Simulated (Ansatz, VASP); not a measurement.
# Two plane-wave programs on TePb

```
Pb Te
1.0
    -0.03231    3.23100    3.23100
     3.23100   -0.03231    3.23100
     3.19869    3.19869    0.00000
Pb Te
1 1
Direct
  0.00000 0.00000 0.00000
  0.50000 0.50000 0.50000
```

Alike in both runs: functional PBEsol; k mesh 6 × 6 × 6; occupations fermi-dirac, width 0.05 eV; no spin polarisation.

|  | VASP | Ansatz |
| --- | --- | --- |
| version | VASP 6.6.1 | Ansatz 0.2.0 |
| potentials or method | VASP PAW PBE potentials, release 64 (Pb_d, Te) | Ansatz PAW |
| plane-wave cutoff (eV) | 520 | 420 |
| valence electrons in the cell | 20 | 30 |
| task | single point | band structure |

VASP gave:

```
gap on the k mesh at the Fermi level (eV)                     : 0.57
least direct gap on the mesh (eV)                             : 0.66
pressure (GPa)                                                : -0.4
traceless stress, the component that is largest in VASP (GPa) : 0.30
```

Task: Estimate Ansatz's values.

Result: gap on the k mesh at the Fermi level (eV): 0.56; least direct gap on the mesh (eV): 0.65; pressure (GPa): -0.4; traceless stress, the component that is largest in VASP (GPa): 0.29.

VASP's potentials were made for PBE, not for PBEsol. The functional is the same, so the differences come from potentials, cutoffs and numerics. VASP's potentials hold 20 valence electrons a cell and Ansatz's 30, so a difference there can come from the potentials and not from the codes.

Spin-orbit coupling is off throughout.
